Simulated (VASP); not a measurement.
# ZnS (F-43m) in VASP: a series of runs

Aim: see how the results for ZnS move with the level of theory and the settings. Levels: BLYP+D4, PBEsol+D3(BJ), PBE, RPBE+D3(BJ). Tasks: single point.

Everything below comes from runs of VASP 6.6.1. Logs are shortened: lines on timing, memory, paths and dates and some standing lists are left out, and cuts for length are marked.

**What was measured.**

From “Electronic, vibrational, and thermodynamic properties of ZnS (zincblende and rocksalt structure)”, 2009, arxiv:0911.5022, for a bulk crystal of ZnS at 19 K: band gap 3.85 eV (direct).

The results are compared with them further down.

### 1 The cell of the first run

The structure is cubic, space group F-43m (No. 216). The conventional cell has a = 5.404 Å, b = 5.404 Å, c = 5.404 Å, α = 90.00°, β = 90.00°, γ = 90.00°. Zn (site symmetry -43m) has 4 S at 2.34 Å within 3.1 Å. Within 3.1 Å of S (site symmetry -43m) lie 4 Zn at 2.34 Å.

### 2 Single point, BLYP+D4

Contents of INCAR:

```
SYSTEM = ZnS
AGGAC = 1.0 ; AGGAX = 1.0
ALDAC = 0.0 ; ALDAX = 1.0
ALGO = Normal ; EDIFF = 1E-7
ENCUT = 520 ; GGA = B5
ISIF = 2 ; ISMEAR = -1
IVDW = 13 ; LASPH = .TRUE.
LCHARG = .TRUE. ; LELF = .TRUE.
LREAL = .FALSE. ; LVHAR = .TRUE.
LWAVE = .FALSE. ; NBANDS = 16
NELM = 100 ; PREC = Accurate
SIGMA = 0.05 ; VDW_A1 = 0.44488865
VDW_A2 = 4.0933009 ; VDW_S6 = 1.0
VDW_S8 = 2.34076671
```

Contents of KPOINTS:

```
k-points
0
G
  9 9 9
  0 0 0
```

Contents of POSCAR:

```
ZnS
1.0
    0.0000000000      2.7020000000      2.7020000000
    2.7020000000      0.0000000000      2.7020000000
    2.7020000000      2.7020000000      0.0000000000
Zn S
1 1
Direct
    0.7500000000      0.7500000000      0.7500000000
    0.0000000000      0.0000000000      0.0000000000
```

Potentials or basis: VASP PAW PBE potentials, release 64 (Zn, S).

Launch:

```bash
$ cat potpaw_PBE.64/Zn/POTCAR potpaw_PBE.64/S/POTCAR > POTCAR
$ mpirun -np 1 vasp_std > vasp.out
```

OUTCAR:

```text
SYSTEM = ZnS
   EDIFF = 1E-7
   ENCUT = 520
   GGA = B5
   ISIF = 2
   ISMEAR = -1
   IVDW = 13
   LASPH = .TRUE.
   LREAL = .FALSE.
   NELM = 100
   PREC = Accurate

 ion  position               nearest neighbor table
   1  0.750  0.750  0.750-   2 2.34   2 2.34   2 2.34   2 2.34
   2  0.000  0.000  0.000-   1 2.34   1 2.34   1 2.34   1 2.34

  LATTYP: Found a face centered cubic cell.
 ALAT       =     5.4040000000

  Lattice vectors:

 A1 = (   0.0000000000,   2.7020000000,   2.7020000000)
 A2 = (   2.7020000000,   0.0000000000,   2.7020000000)
 A3 = (   2.7020000000,   2.7020000000,   0.0000000000)

Analysis of symmetry for initial positions (statically):
=====================================================================
 Subroutine PRICEL returns:
 Original cell was already a primitive cell.

 Routine SETGRP: Setting up the symmetry group for a
 face centered cubic supercell.

 Subroutine GETGRP returns: Found 24 space group operations
 (whereof 24 operations were pure point group operations)
 out of a pool of 48 trial point group operations.

The static configuration has the point symmetry T_d .

Analysis of symmetry for dynamics (positions and initial velocities):
=====================================================================
 Subroutine PRICEL returns:
 Original cell was already a primitive cell.

 Routine SETGRP: Setting up the symmetry group for a
 face centered cubic supercell.

 Subroutine GETGRP returns: Found 24 space group operations
 (whereof 24 operations were pure point group operations)
 out of a pool of 48 trial point group operations.

The dynamic configuration has the point symmetry T_d .

 Subroutine INISYM returns: Found 24 space group operations
 (whereof 24 operations are pure point group operations),
 and found     1 'primitive' translations

----------------------------------------------------------------------------------------

                                     Primitive cell

  volume of cell :      39.4535

  direct lattice vectors                    reciprocal lattice vectors
     0.000000000  2.702000000  2.702000000    -0.185048113  0.185048113  0.185048113
     2.702000000  0.000000000  2.702000000     0.185048113 -0.185048113  0.185048113
     2.702000000  2.702000000  0.000000000     0.185048113  0.185048113 -0.185048113

  length of vectors
     3.821205046  3.821205046  3.821205046     0.320512733  0.320512733  0.320512733

  position of ions in fractional coordinates (direct lattice)
     0.750000000  0.750000000  0.750000000
     0.000000000  0.000000000  0.000000000

  ion indices of the primitive-cell ions
   primitive index   ion index
                 1           1
                 2           2

----------------------------------------------------------------------------------------

 KPOINTS: k-points

Automatic generation of k-mesh.
 Grid dimensions read from file:
 generate k-points for:    9    9    9

 Generating k-lattice:

  Cartesian coordinates                     Fractional coordinates (reciprocal lattice)
    -0.020560901  0.020560901  0.020560901     0.111111111  0.000000000  0.000000000
     0.020560901 -0.020560901  0.020560901     0.000000000  0.111111111  0.000000000
     0.020560901  0.020560901 -0.020560901     0.000000000  0.000000000  0.111111111

  Length of vectors
     0.035612526  0.035612526  0.035612526

  Shift w.r.t. Gamma in fractional coordinates (k-lattice)
     0.000000000  0.000000000  0.000000000

 Subroutine IBZKPT returns following result:
 ===========================================

 Found     35 irreducible k-points:

 Following reciprocal coordinates:
            Coordinates               Weight
  0.000000  0.000000  0.000000      1.000000
  0.111111  0.000000  0.000000      8.000000
  0.222222  0.000000  0.000000      8.000000
  0.333333  0.000000  0.000000      8.000000
  0.444444  0.000000  0.000000      8.000000
  0.111111  0.111111  0.000000      6.000000
[... 16 lines left out ...]
 -0.333333  0.333333  0.000000     12.000000
  0.444444  0.444444  0.000000      6.000000
 [... further k-points ...]
   k-points           NKPTS =     35   k-points in BZ     NKDIM =     35   number of bands    NBANDS=     16
   number of dos      NEDOS =    301   number of ions     NIONS =      2
   total plane-waves  NPLWV =  21952
   dimension x,y,z NGX =    28 NGY =   28 NGZ =   28
   dimension x,y,z NGXF=    56 NGYF=   56 NGZF=   56
   ions per type =               1   1
   NGX,Y,Z   is equivalent  to a cutoff of  12.18, 12.18, 12.18 a.u.
   NGXF,Y,Z  is equivalent  to a cutoff of  24.36, 24.36, 24.36 a.u.
 SYSTEM =  ZnS
   PREC   = accura    normal or accurate (medium, high low for compatibility)
   ISTART =      0    job   : 0-new  1-cont  2-samecut
   ICHARG =      2    charge: 1-file 2-atom 10-const
   ISPIN  =      1    spin polarized calculation?
   LNONCOLLINEAR =      F non collinear calculations
   LSORBIT =      F    spin-orbit coupling
   LASPH  =      T    aspherical Exc in radial PAW
   ENCUT  =  520.0 eV  38.22 Ry    6.18 a.u.   7.10  7.10  7.10*2*pi/ulx,y,z
   NELM   =    100;   NELMIN=  2; NELMDL= -5     # of ELM steps
   EDIFF  = 0.1E-06   stopping-criterion for ELM
   LREAL  =      F    real-space projection
   EDIFFG = 0.1E-05   stopping-criterion for IOM
   NSW    =      0    number of steps for IOM
   IBRION =     -1    ionic relax: 0-MD 1-quasi-New 2-CG
   NFREE  =      0    steps in history (QN), initial steepest desc. (CG)
   ISIF   =      2    stress and relaxation
   ISYM   =      2    0-nonsym 1-usesym 2-fastsym
   POTIM  = 0.5000    time-step for ionic-motion
   TEBEG  =    0.0;   TEEND  =   0.0 temperature during run
   PSTRESS=    0.0 pullay stress
   NELECT =      18.0000    total number of electrons
   NUPDOWN=      -1.0000    fix difference up-down
   EMIN   =  10.00;   EMAX   =-10.00  energy-range for DOS
   EFERMI =   0.00;   METHOD = LEGACY
   ISMEAR =    -1;   SIGMA  =   0.05  broadening in eV -4-tet -1-fermi 0-gaus
   EFERMI_NEDOS =   21; number of points for ismear=-14 and -15
   IALGO  =     38    algorithm
   IMIX   =      4    mixing-type and parameters
     AMIX     =   0.40;   BMIX     =  1.00
     AMIX_MAG =   1.60;   BMIX_MAG =  1.00
  volume/ion in A,a.u.               =      19.73       133.12
  Fermi-wavevector in a.u.,A,eV,Ry     =   1.260290  2.381602 21.610537  1.588330
  Thomas-Fermi vector in A             =   2.393807
   LORBIT       =      0    0 simple, 1 ext, 2 COOP (PROOUT), +10 PAW based schemes
   GGA     = B5    functional components
   LHFCALC =     F    Hartree Fock is set to
   AEXX    =    0.0000 exact exchange contribution
   IVDW    =    13    specifies the selected vdW correction
   LEPSILON=     F    determine dielectric tensor
   LRPA    =     F    only Hartree local field effects (RPA)
 non-spin polarized calculation
  energy-cutoff  :      520.00
  volume of cell :       39.45
 maximum number of plane-waves:      1073
   NGX = 15   NGY = 15   NGZ = 15

 number of electron      18.0000000 magnetization

 Free energy of the ion-electron system (eV)
  ---------------------------------------------------
  ext. energy  EPLUGINS =         0.00000000
  ---------------------------------------------------
  free energy    TOTEN  =        -5.78104493 eV

  energy without entropy =       -5.78104493  energy(sigma->0) =       -5.78104493

 E-fermi :   3.5137     XC(G=0):  -9.1146

 val. band max:        2.4783091893   @ k =   0.0000   0.0000   0.0000
 cond. band min:       4.6038763264   @ k =   0.0000   0.0000   0.0000
 fundamental gap:      2.1255671370
 Fermi energy:         3.5137373495

 k-point     1 :       0.0000    0.0000    0.0000
  band No.  band energies     occupation
      1     -10.6253      2.00000
      2      -3.9544      2.00000
      3      -3.9544      2.00000
      4      -3.9544      2.00000
      5      -3.4722      2.00000
      6      -3.4722      2.00000
[... 8 lines left out ...]
     15      14.3513      0.00000
     16      14.4792      0.00000

 k-point     2 :       0.1111    0.0000    0.0000
  band No.  band energies     occupation
      1     -10.5337      2.00000
      2      -3.9512      2.00000
      3      -3.9378      2.00000
      4      -3.9378      2.00000
      5      -3.4736      2.00000
      6      -3.4736      2.00000
[... 8 lines left out ...]
     15      13.8548      0.00000
     16      15.1617      0.00000

 k-point     3 :       0.2222    0.0000    0.0000
  band No.  band energies     occupation
      1     -10.2868      2.00000
      2      -3.9147      2.00000
      3      -3.8990      2.00000
      4      -3.8990      2.00000
      5      -3.4724      2.00000
      6      -3.4724      2.00000
[... 8 lines left out ...]
     15      13.5132      0.00000
     16      15.0599      0.00000

 k-point     4 :       0.3333    0.0000    0.0000
  band No.  band energies     occupation
      1      -9.9742      2.00000
      2      -3.8621      2.00000
      3      -3.8621      2.00000
      4      -3.7680      2.00000
      5      -3.4606      2.00000
      6      -3.4606      2.00000
[... 8 lines left out ...]
     15      14.1777      0.00000
     16      14.5437      0.00000

 k-point     5 :       0.4444    0.0000    0.0000
  band No.  band energies     occupation
      1      -9.7471      2.00000
      2      -3.8436      2.00000
      3      -3.8436      2.00000
      4      -3.4453      2.00000
      5      -3.4453      2.00000
      6      -3.4189      2.00000
[... 8 lines left out ...]
     15      15.5722      0.00000
     16      15.5722      0.00000

 k-point     6 :       0.1111    0.1111    0.0000
  band No.  band energies     occupation
      1     -10.5031      2.00000
      2      -3.9667      2.00000
      3      -3.9238      2.00000
      4      -3.9238      2.00000
      5      -3.4850      2.00000
      6      -3.4636      2.00000
[... 8 lines left out ...]
     15      14.5101      0.00000
     16      15.5198      0.00000

 k-point     7 :       0.2222    0.1111    0.0000
  band No.  band energies     occupation
      1     -10.3075      2.00000
      2      -3.9583      2.00000
      3      -3.8839      2.00000
      4      -3.8835      2.00000
      5      -3.4930      2.00000
      6      -3.4557      2.00000
[... 8 lines left out ...]
     15      14.4198      0.00000
     16      16.2230      0.00000

 k-point     8 :       0.3333    0.1111    0.0000
  band No.  band energies     occupation
      1     -10.0142      2.00000
      2      -3.8958      2.00000
      3      -3.8425      2.00000
      4      -3.8087      2.00000
      5      -3.4814      2.00000
      6      -3.4456      2.00000
[... 8 lines left out ...]
     15      14.8319      0.00000
     16      15.6389      0.00000

 k-point     9 :       0.4444    0.1111    0.0000
  band No.  band energies     occupation
      1      -9.7525      2.00000
      2      -3.8497      2.00000
      3      -3.8199      2.00000
      4      -3.5892      2.00000
      5      -3.4381      2.00000
      6      -3.4177      2.00000
[... 8 lines left out ...]
     15      15.6360      0.00000
     16      15.9123      0.00000
[... 172 lines left out ...]
 k-point    19 :      -0.2222    0.2222    0.0000
  band No.  band energies     occupation
      1      -9.8643      2.00000
      2      -3.8371      2.00000
      3      -3.8275      2.00000
      4      -3.7559      2.00000
      5      -3.4910      2.00000
      6      -3.4245      2.00000
[... 8 lines left out ...]
     15      16.1324      0.00000
     16      16.8109      0.00000

 k-point    20 :       0.3333    0.3333    0.0000
  band No.  band energies     occupation
      1      -9.7554      2.00000
      2      -3.9743      2.00000
      3      -3.7231      2.00000
      4      -3.7231      2.00000
      5      -3.4780      2.00000
      6      -3.4172      2.00000
[... 8 lines left out ...]
     15      15.6222      0.00000
     16      19.6509      0.00000

 k-point    21 :       0.4444    0.3333    0.0000
  band No.  band energies     occupation
      1      -9.5636      2.00000
      2      -3.9293      2.00000
      3      -3.6823      2.00000
      4      -3.6685      2.00000
      5      -3.4127      2.00000
      6      -3.3766      2.00000
[... 8 lines left out ...]
     15      16.2243      0.00000
     16      17.8466      0.00000

 k-point    22 :      -0.4444    0.3333    0.0000
  band No.  band energies     occupation
      1      -9.4533      2.00000
      2      -3.8667      2.00000
      3      -3.6804      2.00000
      4      -3.5983      2.00000
      5      -3.4292      2.00000
      6      -3.1824      2.00000
[... 8 lines left out ...]
     15      15.5947      0.00000
     16      17.7455      0.00000

 k-point    23 :      -0.3333    0.3333    0.0000
  band No.  band energies     occupation
      1      -9.4846      2.00000
      2      -3.8369      2.00000
      3      -3.7175      2.00000
      4      -3.5285      2.00000
      5      -3.4573      2.00000
      6      -3.1829      2.00000
[... 8 lines left out ...]
     15      14.2830      0.00000
     16      19.0937      0.00000

 k-point    24 :       0.4444    0.4444    0.0000
  band No.  band energies     occupation
      1      -9.4511      2.00000
      2      -3.9515      2.00000
      3      -3.6340      2.00000
      4      -3.6340      2.00000
      5      -3.4010      2.00000
      6      -3.3080      2.00000
[... 8 lines left out ...]
     15      16.1964      0.00000
     16      17.5710      0.00000

 [... further k-points ...]

------------------------ aborting loop because EDIFF is reached ----------------------------------------

  DFT-D4 for vdW energy calculation

  Edisp (eV):   -1.15663

  FORCE on cell =-STRESS in cart. coord.  units (eV):
  Direction    XX          YY          ZZ          XY          YZ          ZX
  --------------------------------------------------------------------------------------
  -------------------------------------------------------------------------------------
  Total       0.02043     0.02043     0.02043    -0.00000     0.00000    -0.00000
  in kB       0.82957     0.82957     0.82957    -0.00000     0.00000    -0.00000
  external pressure =        0.83 kB  Pullay stress =        0.00 kB

 VOLUME and BASIS-vectors are now :
 -----------------------------------------------------------------------------
  energy-cutoff  :      520.00
  volume of cell :       39.45
      direct lattice vectors                 reciprocal lattice vectors
     0.000000000  2.702000000  2.702000000    -0.185048113  0.185048113  0.185048113
     2.702000000  0.000000000  2.702000000     0.185048113 -0.185048113  0.185048113
     2.702000000  2.702000000  0.000000000     0.185048113  0.185048113 -0.185048113

 POSITION                                       TOTAL-FORCE (eV/Angst)
 -----------------------------------------------------------------------------------
      4.05300      4.05300      4.05300         0.000000      0.000000     -0.000000
      0.00000      0.00000      0.00000        -0.000000     -0.000000      0.000000
 -----------------------------------------------------------------------------------
    total drift:                                0.000000      0.000000      0.000000

  FREE ENERGIE OF THE ION-ELECTRON SYSTEM (eV)
  ---------------------------------------------------
  free  energy   TOTEN  =        -6.9376746831 eV

  energy  without entropy=       -6.9376746831  energy(sigma->0) =       -6.93767468
```

It took 14 s on 1 thread of Intel Xeon 6975P-C (Granite Rapids), shared host; peak memory 0.16 GiB.

What came out:

```
Free energy                : -6.9377 eV
Pressure                   : 0.1 GPa
Band gap on the k mesh     : 2.13 eV, direct
Dispersion energy per atom : -0.578 eV
```

Caveat: the PAW data sets were made with another functional, which shifts forces and pressure a little.

(Continued in part 2 of 2.)
